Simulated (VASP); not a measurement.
A run of VASP 6.6.1:

The input INCAR:

```
SYSTEM = Si
PREC = Accurate ; ENCUT = 520
EDIFF = 1E-6 ; ISMEAR = 0
SIGMA = 0.1 ; LREAL = .FALSE.
LASPH = .TRUE. ; NELM = 100
ALGO = Normal ; ISIF = 2
LWAVE = .FALSE. ; LCHARG = .TRUE.
GGA = PE ; LELF = .TRUE.
LVHAR = .TRUE. ; NBANDS = 8
```

Contents of KPOINTS:

```
Automatic mesh
0
G
  16 16 16
  0 0 0
```

POSCAR

```
Si
1.0
    2.6668216010     -0.0417976579      0.0323637038
   -1.3696086341      2.2256078801     -0.0719650963
    0.0304594767     -0.0606229909      2.4018345592
Si
1
Direct
    0.0000000000      0.0000000000      0.0000000000
```

Potentials or basis: VASP PAW PBE potentials, release 64 (Si).

Command:

```console
$ cat potpaw_PBE.64/Si/POTCAR > POTCAR
$ mpirun -np 1 vasp_std > vasp.out
```

Hardware: 1 thread of Intel(R) Xeon(R) Platinum 8259CL CPU @ 2.50GHz (Skylake/Cascade Lake), on a shared host.

Estimate the wall time of this run.

It took 3.1 min on 1 thread of Intel(R) Xeon(R) Platinum 8259CL CPU @ 2.50GHz (Skylake/Cascade Lake) (shared host), peak memory 0.28 GiB. Counts: scf iterations 10, k points 2052.
